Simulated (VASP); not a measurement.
# Pt (Fm-3m) in VASP: further runs

Pt is run at these levels: LDA; tasks: single point, relaxation of cell and atoms.

Program: VASP 6.6.1. These are calculated values, not measurements. Logs are shortened: lines on timing, memory, paths and dates and some standing lists are left out, and cuts for length are marked.

### Step 1. The cell of the first run

It takes space group Fm-3m (No. 225, cubic). The conventional cell has a = 3.892 Å, b = 3.892 Å, c = 3.892 Å, α = 90.00°, β = 90.00°, γ = 90.00°. Pt (site symmetry m-3m) has 12 Pt at 2.75 Å within 3.6 Å.

### Step 2. Single point, LDA

INCAR

```
ALGO     = Normal         # electronic algorithm
EDIFF    = 1E-7           # SCF threshold, eV
ENCUT    = 520            # plane-wave cutoff, eV
ISIF     = 2              # what is computed and relaxed
ISMEAR   = 1              # smearing method
LASPH    = T              # aspherical terms in the spheres
LCHARG   = F              # write CHGCAR
LREAL    = F              # projectors in reciprocal space
LWAVE    = F              # write WAVECAR
NBANDS   = 11             # bands
NELM     = 100            # most SCF steps
PREC     = Accurate       # precision mode
SIGMA    = 0.1            # smearing width, eV
```

KPOINTS

```
k-points
0
Gamma
  11 11 11
```

POSCAR

```
Pt
1.0
    0.0000000000      1.9459818976      1.9459818976
    1.9459818976      0.0000000000      1.9459818976
    1.9459818976      1.9459818976      0.0000000000
Pt
1
Direct
    0.0000000000      0.0000000000      0.0000000000
```

Potentials or basis: VASP PAW LDA potentials, release 64 (Pt).

Started as:

```sh
$ cat potpaw_LDA.64/Pt/POTCAR > POTCAR
$ mpirun -np 1 vasp_std > vasp.out
```

OUTCAR:

```text
EDIFF = 1E-7
   ENCUT = 520
   ISIF = 2
   ISMEAR = 1
   LASPH = T
   LREAL = F
   NELM = 100
   PREC = Accurate

 ion  position               nearest neighbor table
   1  0.000  0.000  0.000-

  LATTYP: Found a face centered cubic cell.
 ALAT       =     3.8919637952

  Lattice vectors:

 A1 = (   0.0000000000,   1.9459818976,   1.9459818976)
 A2 = (   1.9459818976,   0.0000000000,   1.9459818976)
 A3 = (   1.9459818976,   1.9459818976,   0.0000000000)

Analysis of symmetry for initial positions (statically):
=====================================================================
 Subroutine PRICEL returns:
 Original cell was already a primitive cell.

 Routine SETGRP: Setting up the symmetry group for a
 face centered cubic supercell.

 Subroutine GETGRP returns: Found 48 space group operations
 (whereof 48 operations were pure point group operations)
 out of a pool of 48 trial point group operations.

The static configuration has the point symmetry O_h .

Analysis of symmetry for dynamics (positions and initial velocities):
=====================================================================
 Subroutine PRICEL returns:
 Original cell was already a primitive cell.

 Routine SETGRP: Setting up the symmetry group for a
 face centered cubic supercell.

 Subroutine GETGRP returns: Found 48 space group operations
 (whereof 48 operations were pure point group operations)
 out of a pool of 48 trial point group operations.

The dynamic configuration has the point symmetry O_h .

 Subroutine INISYM returns: Found 48 space group operations
 (whereof 48 operations are pure point group operations),
 and found     1 'primitive' translations

----------------------------------------------------------------------------------------

                                     Primitive cell

  volume of cell :      14.7383

  direct lattice vectors                    reciprocal lattice vectors
     0.000000000  1.945981898  1.945981898    -0.256939697  0.256939697  0.256939697
     1.945981898  0.000000000  1.945981898     0.256939697 -0.256939697  0.256939697
     1.945981898  1.945981898  0.000000000     0.256939697  0.256939697 -0.256939697

  length of vectors
     2.752033992  2.752033992  2.752033992     0.445032610  0.445032610  0.445032610

  position of ions in fractional coordinates (direct lattice)
     0.000000000  0.000000000  0.000000000

  ion indices of the primitive-cell ions
   primitive index   ion index
                 1           1

----------------------------------------------------------------------------------------

 KPOINTS: k-points

Automatic generation of k-mesh.
 Grid dimensions read from file:
 generate k-points for:   11   11   11

 Generating k-lattice:

  Cartesian coordinates                     Fractional coordinates (reciprocal lattice)
    -0.023358154  0.023358154  0.023358154     0.090909091  0.000000000  0.000000000
     0.023358154 -0.023358154  0.023358154     0.000000000  0.090909091  0.000000000
     0.023358154  0.023358154 -0.023358154     0.000000000  0.000000000  0.090909091

  Length of vectors
     0.040457510  0.040457510  0.040457510

  Shift w.r.t. Gamma in fractional coordinates (k-lattice)
     0.000000000  0.000000000  0.000000000

 Subroutine IBZKPT returns following result:
 ===========================================

 Found     56 irreducible k-points:

 Following reciprocal coordinates:
            Coordinates               Weight
  0.000000  0.000000  0.000000      1.000000
  0.090909  0.000000  0.000000      8.000000
  0.181818  0.000000  0.000000      8.000000
  0.272727  0.000000  0.000000      8.000000
  0.363636  0.000000  0.000000      8.000000
  0.454545  0.000000  0.000000      8.000000
[... 16 lines left out ...]
 -0.272727  0.181818  0.000000     24.000000
 -0.181818  0.181818  0.000000     12.000000
 [... further k-points ...]
   k-points           NKPTS =     56   k-points in BZ     NKDIM =     56   number of bands    NBANDS=     11
   number of dos      NEDOS =    301   number of ions     NIONS =      1
   total plane-waves  NPLWV =   8000
   dimension x,y,z NGX =    20 NGY =   20 NGZ =   20
   dimension x,y,z NGXF=    40 NGYF=   40 NGZF=   40
   ions per type =               1
   NGX,Y,Z   is equivalent  to a cutoff of  12.08, 12.08, 12.08 a.u.
   NGXF,Y,Z  is equivalent  to a cutoff of  24.16, 24.16, 24.16 a.u.
 SYSTEM =  unknown system
   PREC   = accura    normal or accurate (medium, high low for compatibility)
   ISTART =      0    job   : 0-new  1-cont  2-samecut
   ICHARG =      2    charge: 1-file 2-atom 10-const
   ISPIN  =      1    spin polarized calculation?
   LNONCOLLINEAR =      F non collinear calculations
   LSORBIT =      F    spin-orbit coupling
   LASPH  =      T    aspherical Exc in radial PAW
   ENCUT  =  520.0 eV  38.22 Ry    6.18 a.u.   5.12  5.12  5.12*2*pi/ulx,y,z
   NELM   =    100;   NELMIN=  2; NELMDL= -5     # of ELM steps
   EDIFF  = 0.1E-06   stopping-criterion for ELM
   LREAL  =      F    real-space projection
   EDIFFG = 0.1E-05   stopping-criterion for IOM
   NSW    =      0    number of steps for IOM
   IBRION =     -1    ionic relax: 0-MD 1-quasi-New 2-CG
   NFREE  =      0    steps in history (QN), initial steepest desc. (CG)
   ISIF   =      2    stress and relaxation
   ISYM   =      2    0-nonsym 1-usesym 2-fastsym
   POTIM  = 0.5000    time-step for ionic-motion
   TEBEG  =    0.0;   TEEND  =   0.0 temperature during run
   PSTRESS=    0.0 pullay stress
   NELECT =      10.0000    total number of electrons
   NUPDOWN=      -1.0000    fix difference up-down
   EMIN   =  10.00;   EMAX   =-10.00  energy-range for DOS
   EFERMI =   0.00;   METHOD = LEGACY
   ISMEAR =     1;   SIGMA  =   0.10  broadening in eV -4-tet -1-fermi 0-gaus
   EFERMI_NEDOS =   21; number of points for ismear=-14 and -15
   IALGO  =     38    algorithm
   IMIX   =      4    mixing-type and parameters
     AMIX     =   0.40;   BMIX     =  1.00
     AMIX_MAG =   1.60;   BMIX_MAG =  1.00
  volume/ion in A,a.u.               =      14.74        99.46
  Fermi-wavevector in a.u.,A,eV,Ry     =   1.438554  2.718472 28.156391  2.069436
  Thomas-Fermi vector in A             =   2.557507
   LORBIT       =      0    0 simple, 1 ext, 2 COOP (PROOUT), +10 PAW based schemes
   GGA     = CA    functional components
   LHFCALC =     F    Hartree Fock is set to
   AEXX    =    0.0000 exact exchange contribution
   IVDW    =     0    specifies the selected vdW correction
   LEPSILON=     F    determine dielectric tensor
   LRPA    =     F    only Hartree local field effects (RPA)
 non-spin polarized calculation
 Methfessel and Paxton  Order N= 1 SIGMA  =   0.10
  energy-cutoff  :      520.00
  volume of cell :       14.74
 maximum number of plane-waves:       411
   NGX = 11   NGY = 11   NGZ = 11

 number of electron      10.0000000 magnetization

 Free energy of the ion-electron system (eV)
  ---------------------------------------------------
  ext. energy  EPLUGINS =         0.00000000
  ---------------------------------------------------
  free energy    TOTEN  =        -7.51224211 eV

  energy without entropy =       -7.51143323  energy(sigma->0) =       -7.51197248

 E-fermi :  11.5312     XC(G=0): -13.8227

 val. band max:       11.5241618502   @ k =  -0.3636   0.3636   0.0909
 cond. band min:      11.5375473369   @ k =  -0.4545   0.1818   0.0000
 fundamental gap:      0.0133854867
 Fermi energy:        11.5312159375

 k-point     1 :       0.0000    0.0000    0.0000
  band No.  band energies     occupation
      1       1.0874      2.00000
      2       7.6188      2.00000
      3       7.6188      2.00000
      4       7.6188      2.00000
      5       9.8968      2.00000
      6       9.8968      2.00000
      7      26.1461      0.00000
      8      31.2011      0.00000
      9      31.2011      0.00000
     10      31.2011      0.00000
     11      36.7421      0.00000

 k-point     2 :       0.0909    0.0000    0.0000
  band No.  band energies     occupation
      1       1.4246      2.00000
      2       7.4718      2.00000
      3       7.7503      2.00000
      4       7.7503      2.00000
      5       9.8258      2.00000
      6       9.8258      2.00000
      7      26.6724      0.00000
      8      29.6976      0.00000
      9      31.7310      0.00000
     10      31.7310      0.00000
     11      38.2822      0.00000

 k-point     3 :       0.1818    0.0000    0.0000
  band No.  band energies     occupation
      1       2.3383      2.00000
      2       7.2111      2.00000
      3       7.9918      2.00000
      4       7.9918      2.00000
      5       9.8000      2.00000
      6       9.8000      2.00000
      7      27.1272      0.00000
      8      27.7992      0.00000
      9      33.1874      0.00000
     10      33.1874      0.00000
     11      36.3333      0.00000

 k-point     4 :       0.2727    0.0000    0.0000
  band No.  band energies     occupation
      1       3.4068      2.00000
      2       7.3981      2.00000
      3       7.9782      2.00000
      4       7.9782      2.00000
      5      10.2236      2.00000
      6      10.2236      2.00000
      7      24.2459      0.00000
      8      27.8171      0.00000
      9      34.5048      0.00000
     10      34.5048      0.00000
     11      35.4294      0.00000

 k-point     5 :       0.3636    0.0000    0.0000
  band No.  band energies     occupation
      1       3.9241      2.00000
      2       7.7552      2.00000
      3       7.7552      2.00000
      4       8.7375      2.00000
      5      10.9765      2.00000
      6      10.9765      2.00000
      7      20.9553      0.00000
      8      26.5898      0.00000
      9      32.3867      0.00000
     10      32.3867      0.00000
     11      37.8352      0.00000
[... 211 lines left out ...]
 k-point    21 :      -0.4545    0.1818    0.0000
  band No.  band energies     occupation
      1       4.9031      2.00000
      2       6.8503      2.00000
      3       8.3591      2.00000
      4       8.4389      2.00000
      5      11.5375      0.89307
      6      15.1697      0.00000
      7      17.3055      0.00000
      8      26.4936      0.00000
      9      29.0157      0.00000
     10      29.3569      0.00000
     11      39.4056      0.00000

 k-point    22 :      -0.3636    0.1818    0.0000
  band No.  band energies     occupation
      1       5.0104      2.00000
      2       6.9853      2.00000
      3       8.1079      2.00000
      4       8.4116      2.00000
      5      10.7825      2.00000
      6      14.1278      0.00000
      7      19.2952      0.00000
      8      26.1866      0.00000
      9      28.5283      0.00000
     10      31.3225      0.00000
     11      37.0434      0.00000

 k-point    23 :      -0.2727    0.1818    0.0000
  band No.  band energies     occupation
      1       4.9394      2.00000
      2       6.9674      2.00000
      3       7.4441      2.00000
      4       8.5749      2.00000
      5       9.7789      2.00000
      6      12.7682     -0.00000
      7      22.5336      0.00000
      8      26.6406      0.00000
      9      29.0975      0.00000
     10      34.0286      0.00000
     11      34.1807      0.00000

 k-point    24 :      -0.1818    0.1818    0.0000
  band No.  band energies     occupation
      1       4.0817      2.00000
      2       6.6731      2.00000
      3       7.8320      2.00000
      4       8.8424      2.00000
      5       8.9295      2.00000
      6      11.5011      1.48468
      7      25.1999      0.00000
      8      27.8828      0.00000
      9      30.6841      0.00000
     10      31.7666      0.00000
     11      36.4991      0.00000

 [... further k-points ...]

------------------------ aborting loop because EDIFF is reached ----------------------------------------

  FORCE on cell =-STRESS in cart. coord.  units (eV):
  Direction    XX          YY          ZZ          XY          YZ          ZX
  --------------------------------------------------------------------------------------
  -------------------------------------------------------------------------------------
  Total        0.0716495      0.0716495      0.0716495      0.0000000     -0.0000000      0.0000000
  in kB        7.7889180      7.7889180      7.7889180      0.0000000     -0.0000000      0.0000000
  external PRESSURE =       7.7889180 kB  Pullay stress =       0.0000000 kB

 VOLUME and BASIS-vectors are now :
 -----------------------------------------------------------------------------
  energy-cutoff  :      520.00
  volume of cell :       14.74
      direct lattice vectors                 reciprocal lattice vectors
     0.000000000  1.945981898  1.945981898    -0.256939697  0.256939697  0.256939697
     1.945981898  0.000000000  1.945981898     0.256939697 -0.256939697  0.256939697
     1.945981898  1.945981898  0.000000000     0.256939697  0.256939697 -0.256939697

 POSITION                                       TOTAL-FORCE (eV/Angst)
 -----------------------------------------------------------------------------------
      0.00000      0.00000      0.00000         0.000000      0.000000      0.000000
 -----------------------------------------------------------------------------------
    total drift:                                0.000000     -0.000000     -0.000000

  FREE ENERGIE OF THE ION-ELECTRON SYSTEM (eV)
  ---------------------------------------------------
  free  energy   TOTEN  =        -7.5122421056 eV

  energy  without entropy=       -7.5114332278  energy(sigma->0) =       -7.51197248
```

It took 10 s on 1 thread of Intel Xeon 8259CL, shared host; peak memory 0.12 GiB.

What came out:

* Free energy: -7.5122 eV
* Pressure: 0.8 GPa
* Band gap on the k mesh: zero (bands 5 and 6 overlap by 2.20 eV)

Caveat: spin-orbit coupling is left out, which moves the levels of the heavy elements.

### Step 3. Relaxation of cell and atoms, LDA

This run uses another cell than the first one, of 15.08 Å³/atom.

INCAR

```
PREC = Accurate
ENCUT = 600
EDIFF = 1E-7
ISMEAR = 1
SIGMA = 0.1
LREAL = F
LASPH = T
NELM = 60
ALGO = Normal
ISIF = 3
LWAVE = F
LCHARG = F
GGA = CA
IBRION = 2
NSW = 80
EDIFFG = -0.01
```

KPOINTS

```
regular mesh
0
Gamma
  11 11 11
```

POSCAR

```
Pt
1.0
    0.0000000000      1.9609000000      1.9609000000
    1.9609000000      0.0000000000      1.9609000000
    1.9609000000      1.9609000000      0.0000000000
Pt
1
Direct
    0.0000000000      0.0000000000      0.0000000000
```

Potentials or basis: VASP PAW LDA potentials, release 64 (Pt).

Started as:

```sh
$ cat potpaw_LDA.64/Pt/POTCAR > POTCAR
$ mpirun -np 1 vasp_std > vasp.out
```

Wall time 26 s (1 thread of Intel Xeon 8259CL, shared host); peak memory 0.16 GiB.

It converged, with:

```yaml
Free_energy: -7.5125 eV
Relaxed_volume: 14.78 Å³/atom
Relaxed_cell: a = 2.755 Å, b = 2.755 Å, c = 2.755 Å, α = 60.00°, β = 60.00°, γ = 60.00°
Space_group_after_relaxing_to_0.1_Å: Fm-3m (No. 225)
Energy_gained_by_relaxing: 5.6 meV/atom
Ionic_steps: 4
Pressure_after_relaxing: 0.0 GPa
Band_gap_on_the_k_mesh: zero (bands 5 and 6 overlap by 2.19 eV)
```

Step by step:
```csv
step,energy change (eV),largest force (eV/Å),pressure (GPa),volume (Å³)
1,0.0000,0.0000,-5.88,15.08
2,0.0514,0.0000,22.25,13.90
3,-0.0056,0.0000,-0.16,14.79
4,-0.0056,0.0000,-0.02,14.78
```

Final structure:
```cif
data_structure
_symmetry_space_group_name_H-M 'P 1'
_symmetry_Int_Tables_number 1
_cell_length_a 2.7547
_cell_length_b 2.7547
_cell_length_c 2.7547
_cell_angle_alpha 60.000
_cell_angle_beta 60.000
_cell_angle_gamma 60.000
_cell_volume 14.78
loop_
_atom_site_label
_atom_site_type_symbol
_atom_site_fract_x
_atom_site_fract_y
_atom_site_fract_z
_atom_site_occupancy
Pt1 Pt 0.00000 0.00000 0.00000 1
```

Levels at points of the mesh, in eV from the Fermi level:
```
           k point  band 2  band 3  band 4  band 5  band 6  band 7  band 8  band 9
(0.00, 0.00, 0.00)   -3.89   -3.89   -3.89   -1.63   -1.63   14.62   19.66   19.66
```

Caveat: spin-orbit coupling is left out, which moves the levels of the heavy elements. LDA usually gives volumes a few per cent too small.
